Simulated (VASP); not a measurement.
# CdTe (I-4m2) in VASP: single point with PBEsol

Aim: the single point of CdTe with PBEsol.

All numbers are computed with VASP 6.6.1; they aren't measurements. Logs are shortened: lines on timing, memory, paths and dates and some standing lists are left out, and cuts for length are marked.

## 1. The cell of the first run

Symmetry: I-4m2, No. 119, tetragonal system. Conventional cell: a = 4.533 Å, b = 4.533 Å, c = 6.154 Å, α = 90.00°, β = 90.00°, γ = 90.00°. Within 3.6 Å of Te (site symmetry -4m2) lie 4 Cd at 2.74 Å. Cd (site symmetry -4m2) has 4 Te at 2.74 Å within 3.6 Å.

## 2. Single point, PBEsol

Contents of INCAR:

```
SYSTEM = CdTe
ALGO     = Normal         ! electronic algorithm
EDIFF    = 1E-6           ! SCF threshold, eV
ENCUT    = 500            ! plane-wave cutoff, eV
GGA      = PS             ! functional
GGA_COMPAT= .False.      
ISIF     = 2              ! what is computed and relaxed
ISMEAR   = -1             ! smearing method
LASPH    = .True.         ! aspherical terms in the spheres
LCHARG   = .False.        ! write CHGCAR
LREAL    = .False.        ! projectors in reciprocal space
LWAVE    = .False.        ! write WAVECAR
NBANDS   = 16             ! bands
NELM     = 120            ! most SCF steps
PREC     = Accurate       ! precision mode
SIGMA    = 0.05           ! smearing width, eV
```

Contents of KPOINTS:

```
k-points
0
Gamma
  6 6 6
  0 0 0
```

Contents of POSCAR:

```
CdTe
1.0
    0.0000000000      3.2050000000      3.0768000000
    3.2050000000      0.0000000000      3.0768000000
    3.2050000000      3.2050000000      0.0000000000
Te Cd
1 1
Direct
    0.7500000000      0.7500000000      0.7500000000
    0.0000000000      0.0000000000      0.0000000000
```

Potentials or basis: VASP PAW PBE potentials, release 64 (Te, Cd).

Command:

```console
cat potpaw_PBE.64/Te/POTCAR potpaw_PBE.64/Cd/POTCAR > POTCAR
mpirun -np 1 vasp_std > vasp.out
```

OUTCAR:

```text
SYSTEM = CdTe
   EDIFF = 1E-6
   ENCUT = 500
   GGA = PS
   ISIF = 2
   ISMEAR = -1
   LASPH = .True.
   LREAL = .False.
   NELM = 120
   PREC = Accurate

 ion  position               nearest neighbor table
   1  0.750  0.750  0.750-   2 2.74   2 2.74   2 2.74   2 2.74
   2  0.000  0.000  0.000-   1 2.74   1 2.74   1 2.74   1 2.74

  LATTYP: Found a body centered tetragonal cell.
 ALAT       =     4.5325544674
 C/A-ratio  =     1.3576450199

  Lattice vectors:

 A1 = (   0.0000000000,  -3.2050000000,  -3.0768000000)
 A2 = (   0.0000000000,   3.2050000000,  -3.0768000000)
 A3 = (   3.2050000000,   0.0000000000,   3.0768000000)

Analysis of symmetry for initial positions (statically):
=====================================================================
 Subroutine PRICEL returns:
 Original cell was already a primitive cell.

 Routine SETGRP: Setting up the symmetry group for a
 body centered tetragonal supercell.

 Subroutine GETGRP returns: Found  8 space group operations
 (whereof  8 operations were pure point group operations)
 out of a pool of 16 trial point group operations.

The static configuration has the point symmetry D_2d.

Analysis of symmetry for dynamics (positions and initial velocities):
=====================================================================
 Subroutine PRICEL returns:
 Original cell was already a primitive cell.

 Routine SETGRP: Setting up the symmetry group for a
 body centered tetragonal supercell.

 Subroutine GETGRP returns: Found  8 space group operations
 (whereof  8 operations were pure point group operations)
 out of a pool of 16 trial point group operations.

The dynamic configuration has the point symmetry D_2d.

 Subroutine INISYM returns: Found  8 space group operations
 (whereof  8 operations are pure point group operations),
 and found     1 'primitive' translations

----------------------------------------------------------------------------------------

                                     Primitive cell

  volume of cell :      63.2099

  direct lattice vectors                    reciprocal lattice vectors
     0.000000000  3.205000000  3.076800000    -0.156006240  0.156006240  0.162506500
     3.205000000  0.000000000  3.076800000     0.156006240 -0.156006240  0.162506500
     3.205000000  3.205000000  0.000000000     0.156006240  0.156006240 -0.162506500

  length of vectors
     4.442828293  4.442828293  4.532554467     0.274015066  0.274015066  0.274015066

  position of ions in fractional coordinates (direct lattice)
     0.750000000  0.750000000  0.750000000
     0.000000000  0.000000000  0.000000000

  ion indices of the primitive-cell ions
   primitive index   ion index
                 1           1
                 2           2

----------------------------------------------------------------------------------------

 KPOINTS: k-points

Automatic generation of k-mesh.
 Grid dimensions read from file:
 generate k-points for:    6    6    6

 Generating k-lattice:

  Cartesian coordinates                     Fractional coordinates (reciprocal lattice)
    -0.026001040  0.026001040  0.027084417     0.166666667  0.000000000  0.000000000
     0.026001040 -0.026001040  0.027084417     0.000000000  0.166666667  0.000000000
     0.026001040  0.026001040 -0.027084417    -0.000000000 -0.000000000  0.166666667

  Length of vectors
     0.045669178  0.045669178  0.045669178

  Shift w.r.t. Gamma in fractional coordinates (k-lattice)
     0.000000000  0.000000000  0.000000000

 Subroutine IBZKPT returns following result:
 ===========================================

 Found     30 irreducible k-points:

 Following reciprocal coordinates:
            Coordinates               Weight
  0.000000  0.000000  0.000000      1.000000
  0.166667  0.000000  0.000000      8.000000
  0.333333  0.000000  0.000000      8.000000
  0.500000  0.000000  0.000000      4.000000
  0.166667  0.166667  0.000000      2.000000
  0.333333  0.166667  0.000000      8.000000
[... 16 lines left out ...]
  0.333333  0.000000  0.333333      4.000000
  0.500000  0.000000  0.333333     16.000000
 [... further k-points ...]
   k-points           NKPTS =     30   k-points in BZ     NKDIM =     30   number of bands    NBANDS=     16
   number of dos      NEDOS =    301   number of ions     NIONS =      2
   total plane-waves  NPLWV =  36864
   dimension x,y,z NGX =    32 NGY =   32 NGZ =   36
   dimension x,y,z NGXF=    64 NGYF=   64 NGZF=   72
   ions per type =               1   1
   NGX,Y,Z   is equivalent  to a cutoff of  11.97, 11.97, 13.20 a.u.
   NGXF,Y,Z  is equivalent  to a cutoff of  23.95, 23.95, 26.41 a.u.
 SYSTEM =  CdTe
   PREC   = accura    normal or accurate (medium, high low for compatibility)
   ISTART =      0    job   : 0-new  1-cont  2-samecut
   ICHARG =      2    charge: 1-file 2-atom 10-const
   ISPIN  =      1    spin polarized calculation?
   LNONCOLLINEAR =      F non collinear calculations
   LSORBIT =      F    spin-orbit coupling
   LASPH  =      T    aspherical Exc in radial PAW
   ENCUT  =  500.0 eV  36.75 Ry    6.06 a.u.   8.10  8.10  8.26*2*pi/ulx,y,z
   NELM   =    120;   NELMIN=  2; NELMDL= -5     # of ELM steps
   EDIFF  = 0.1E-05   stopping-criterion for ELM
   LREAL  =      F    real-space projection
   EDIFFG = 0.1E-04   stopping-criterion for IOM
   NSW    =      0    number of steps for IOM
   IBRION =     -1    ionic relax: 0-MD 1-quasi-New 2-CG
   NFREE  =      0    steps in history (QN), initial steepest desc. (CG)
   ISIF   =      2    stress and relaxation
   ISYM   =      2    0-nonsym 1-usesym 2-fastsym
   POTIM  = 0.5000    time-step for ionic-motion
   TEBEG  =    0.0;   TEEND  =   0.0 temperature during run
   PSTRESS=    0.0 pullay stress
   NELECT =      18.0000    total number of electrons
   NUPDOWN=      -1.0000    fix difference up-down
   EMIN   =  10.00;   EMAX   =-10.00  energy-range for DOS
   EFERMI =   0.00;   METHOD = LEGACY
   ISMEAR =    -1;   SIGMA  =   0.05  broadening in eV -4-tet -1-fermi 0-gaus
   EFERMI_NEDOS =   21; number of points for ismear=-14 and -15
   IALGO  =     38    algorithm
   IMIX   =      4    mixing-type and parameters
     AMIX     =   0.40;   BMIX     =  1.00
     AMIX_MAG =   1.60;   BMIX_MAG =  1.00
  volume/ion in A,a.u.               =      31.60       213.28
  Fermi-wavevector in a.u.,A,eV,Ry     =   1.077053  2.035336 15.783356  1.160044
  Thomas-Fermi vector in A             =   2.212955
   LORBIT       =      0    0 simple, 1 ext, 2 COOP (PROOUT), +10 PAW based schemes
   GGA     = PS    functional components
   LHFCALC =     F    Hartree Fock is set to
   AEXX    =    0.0000 exact exchange contribution
   IVDW    =     0    specifies the selected vdW correction
   LEPSILON=     F    determine dielectric tensor
   LRPA    =     F    only Hartree local field effects (RPA)
 non-spin polarized calculation
  energy-cutoff  :      500.00
  volume of cell :       63.21
 maximum number of plane-waves:      1627
   NGX = 17   NGY = 17   NGZ = 17

 number of electron      17.9999996 magnetization

 Free energy of the ion-electron system (eV)
  ---------------------------------------------------
  ext. energy  EPLUGINS =         0.00000000
  ---------------------------------------------------
  free energy    TOTEN  =        -5.41673719 eV

  energy without entropy =       -5.41673384  energy(sigma->0) =       -5.41673551

 E-fermi :   3.4047     XC(G=0):  -9.1131

 val. band max:        3.0055896910   @ k =   0.0000   0.0000   0.0000
 cond. band min:       3.7963258509   @ k =   0.0000   0.0000   0.0000
 fundamental gap:      0.7907361599
 Fermi energy:         3.4047461874

 k-point     1 :       0.0000    0.0000    0.0000
  band No.  band energies     occupation
      1      -8.7456      2.00000
      2      -5.6323      2.00000
      3      -5.6323      2.00000
      4      -5.6227      2.00000
      5      -5.3125      2.00000
      6      -5.3001      2.00000
[... 8 lines left out ...]
     15      12.0936      0.00000
     16      12.6206      0.00000

 k-point     2 :       0.1667    0.0000    0.0000
  band No.  band energies     occupation
      1      -8.6254      2.00000
      2      -5.6095      2.00000
      3      -5.6029      2.00000
      4      -5.5417      2.00000
      5      -5.3127      2.00000
      6      -5.3031      2.00000
[... 8 lines left out ...]
     15      11.2108      0.00000
     16      11.6210      0.00000

 k-point     3 :       0.3333    0.0000    0.0000
  band No.  band energies     occupation
      1      -8.3828      2.00000
      2      -5.5718      2.00000
      3      -5.5611      2.00000
      4      -5.3072      2.00000
      5      -5.3032      2.00000
      6      -5.2169      2.00000
[... 8 lines left out ...]
     15      11.8517      0.00000
     16      11.8611      0.00000

 k-point     4 :       0.5000    0.0000    0.0000
  band No.  band energies     occupation
      1      -8.2634      2.00000
      2      -5.5580      2.00000
      3      -5.5445      2.00000
      4      -5.2994      2.00000
      5      -5.2922      2.00000
      6      -4.8975      2.00000
[... 8 lines left out ...]
     15      13.2150      0.00000
     16      13.5015      0.00000
[... 324 lines left out ...]
 k-point    22 :      -0.3333    0.5000    0.1667
  band No.  band energies     occupation
      1      -8.1115      2.00000
      2      -5.4707      2.00000
      3      -5.4657      2.00000
      4      -5.3747      2.00000
      5      -5.2907      2.00000
      6      -4.6203      2.00000
[... 8 lines left out ...]
     15      14.2610      0.00000
     16      14.5104      0.00000

 k-point    23 :       0.3333    0.0000    0.3333
  band No.  band energies     occupation
      1      -8.2740      2.00000
      2      -5.4932      2.00000
      3      -5.4658      2.00000
      4      -5.4336      2.00000
      5      -5.2794      2.00000
      6      -5.1282      2.00000
[... 8 lines left out ...]
     15      13.3209      0.00000
     16      15.1454      0.00000

 k-point    24 :       0.5000    0.0000    0.3333
  band No.  band energies     occupation
      1      -8.1590      2.00000
      2      -5.4897      2.00000
      3      -5.4487      2.00000
      4      -5.3902      2.00000
      5      -5.2812      2.00000
      6      -4.8167      2.00000
[... 8 lines left out ...]
     15      13.7309      0.00000
     16      14.7376      0.00000

 [... further k-points ...]

------------------------ aborting loop because EDIFF is reached ----------------------------------------

  FORCE on cell =-STRESS in cart. coord.  units (eV):
  Direction    XX          YY          ZZ          XY          YZ          ZX
  --------------------------------------------------------------------------------------
  -------------------------------------------------------------------------------------
  Total        1.5427694      1.5427694      1.7376132      0.0000000      0.0000000      0.0000000
  in kB       39.1044572     39.1044572     44.0431498      0.0000000      0.0000000      0.0000000
  external PRESSURE =      40.7506881 kB  Pullay stress =       0.0000000 kB

 VOLUME and BASIS-vectors are now :
 -----------------------------------------------------------------------------
  energy-cutoff  :      500.00
  volume of cell :       63.21
      direct lattice vectors                 reciprocal lattice vectors
     0.000000000  3.205000000  3.076800000    -0.156006240  0.156006240  0.162506500
     3.205000000  0.000000000  3.076800000     0.156006240 -0.156006240  0.162506500
     3.205000000  3.205000000  0.000000000     0.156006240  0.156006240 -0.162506500

 POSITION                                       TOTAL-FORCE (eV/Angst)
 -----------------------------------------------------------------------------------
      4.80750      4.80750      4.61520        -0.000000     -0.000000     -0.000000
      0.00000      0.00000      0.00000         0.000000      0.000000      0.000000
 -----------------------------------------------------------------------------------
    total drift:                               -0.000001     -0.000001      0.000002

  FREE ENERGIE OF THE ION-ELECTRON SYSTEM (eV)
  ---------------------------------------------------
  free  energy   TOTEN  =        -5.4167371921 eV

  energy  without entropy=       -5.4167338362  energy(sigma->0) =       -5.41673551
```

Wall time 15 s (1 thread of Intel Xeon 6975P-C (Granite Rapids), shared host); peak memory 0.19 GiB.

What came out:

```
Free energy            : -5.4167 eV
Pressure               : 4.1 GPa
Band gap on the k mesh : 0.79 eV, direct
```

Levels at points of the mesh, in eV from the valence-band top:
```csv
k point,band 5,band 6,band 7,band 8,band 9,band 10,band 11,band 12,band 13,band 14
"(0.00, 0.00, 0.00)",-8.32,-8.31,-0.13,-0.13,0.00,0.79,4.40,4.40,4.40,7.30
"(0.50, 0.00, 0.00)",-8.30,-7.90,-5.01,-1.09,-0.88,1.69,4.87,5.16,6.87,8.71
"(0.50, 0.50, 0.00)",-8.27,-7.69,-4.66,-2.37,-2.37,2.11,2.25,9.25,9.35,9.35
"(0.50, 0.00, 0.50)",-8.28,-7.77,-4.88,-2.21,-2.14,2.28,2.58,8.93,9.15,9.46
```

Caveat: the PAW data sets were made with another functional, which shifts forces and pressure a little; spin-orbit coupling is left out, which moves the levels of the heavy elements. A hybrid or GW would open this gap; PBEsol tends to underestimate it.
